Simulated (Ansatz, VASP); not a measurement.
Sb: VASP beside Ansatz

```
Sb
1.0
     2.81538    0.00000    0.00000
     0.00000    2.81538    0.00000
     0.00000    0.00000    3.98095
Sb
1
Direct
  0.00000 0.00000 0.00000
```

Alike in both runs: task single point; functional r2SCAN; k mesh 16 × 16 × 16; occupations gaussian, width 0.15 eV; no spin polarisation.

|  | VASP | Ansatz |
| --- | --- | --- |
| version | VASP 6.6.1 | Ansatz 0.2.0 |
| potentials or method | VASP PAW PBE potentials, release 64 (Sb), cutoff 520 eV | scalar-relativistic, plane waves, PAW |
| valence electrons in the cell | 5 | 15 |

|  | VASP | Ansatz | Ansatz less VASP |
| --- | --- | --- | --- |
| gap on the k mesh at the Fermi level (eV) | none | none | - |
| pressure (GPa) | 7.3 | 7.0 | -0.20 |
| traceless stress, the component that is largest in VASP (GPa) | -10.99 | -10.79 | +0.192 |

VASP's potentials were made for PBE, not for r2SCAN. A gap of «none» marks a metal or a gap that the smearing closes. VASP's potentials hold 5 valence electrons a cell and Ansatz's 15, so a difference there can come from the potentials and not from the codes.

Neither program's run includes spin-orbit coupling.
